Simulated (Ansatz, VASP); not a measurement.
## GaAs in VASP and in Ansatz

```xyz
2
Lattice="0.0000 2.8268 2.8551 2.8268 0.0000 2.8551 2.8268 2.8268 0.0000" Properties=species:S:1:pos:R:3 pbc="T T T"
Ga    0.0000    0.0000    0.0000
As    4.2403    4.2403    4.2827
```

Change from the starting cell: zz strain of +1 %, crystal datasets.

Alike in both runs: task electric field gradients; functional PBE; k mesh 11 × 11 × 11; occupations fermi-dirac, width 0.05 eV; no spin polarisation.

|  | VASP | Ansatz |
| --- | --- | --- |
| version | VASP 6.6.1 | Ansatz 0.2.0 |
| potentials or method | VASP PAW PBE potentials, release 64 (Ga_d, As), cutoff 520 eV | all-electron PAW with datasets made for the crystal, scalar-relativistic |

|  | VASP | Ansatz | Ansatz less VASP |
| --- | --- | --- | --- |
| pressure (GPa) | 2.7 | 2.6 | -0.19 |
| traceless stress, the component that is largest in VASP (GPa) | -0.39 | -0.40 | -0.002 |
| size of Vzz on the site where it differs most (V/Å²) | 1.6 | 1.9 | +0.28 |

Ansatz ran all-electron here, and VASP with PAW potentials.
